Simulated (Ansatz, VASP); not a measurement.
## MgO in VASP and in Ansatz

```
CELL_PARAMETERS angstrom
-1.73213 2.99074 0.04497
0.04458 0.08822 4.23187
5.28926 3.04436 0.11905
ATOMIC_POSITIONS crystal
Mg 0.94100 0.72904 0.35315
Mg 0.52395 0.74716 0.83740
Mg 0.45831 0.27955 0.13688
Mg 0.00415 0.27682 0.64264
O 0.06487 0.22212 0.33985
O 0.49971 0.20584 0.84188
O 0.51791 0.79386 0.17764
O 0.99011 0.74561 0.67056
```

Change from the starting cell: cell x2, atoms moved at random (sigma 0.1 Å) and cell strained at random (1.5 %), then relaxed without symmetry.

Alike in both runs: task relaxation of cell and atoms; functional PBE; k mesh 4 × 4 × 2; occupations gaussian, width 0.1 eV; no spin polarisation.

|  | VASP | Ansatz |
| --- | --- | --- |
| version | VASP 6.6.1 | Ansatz 0.2.0 |
| potentials or method | VASP PAW PBE potentials, release 64 (Mg, O), cutoff 600 eV | scalar-relativistic, plane waves, PAW |
| valence electrons in the cell | 32 | 64 |

VASP gave:

```
gap on the k mesh at the Fermi level, each at its own relaxed structure (eV) : 3.29
relaxed volume (Å³/atom)                                                     : 11.31
relaxed cell length with the largest relative difference (Å)                 : 4.228
```

Problem. What did Ansatz give for the same quantities?

Solution. gap on the k mesh at the Fermi level, each at its own relaxed structure (eV): 3.28; relaxed volume (Å³/atom): 11.37; relaxed cell length with the largest relative difference (Å): 4.238.

VASP's potentials hold 32 valence electrons a cell and Ansatz's 64, so a difference there can come from the potentials and not from the codes.

The k mesh is coarse, so the values compare programs but aren't converged.
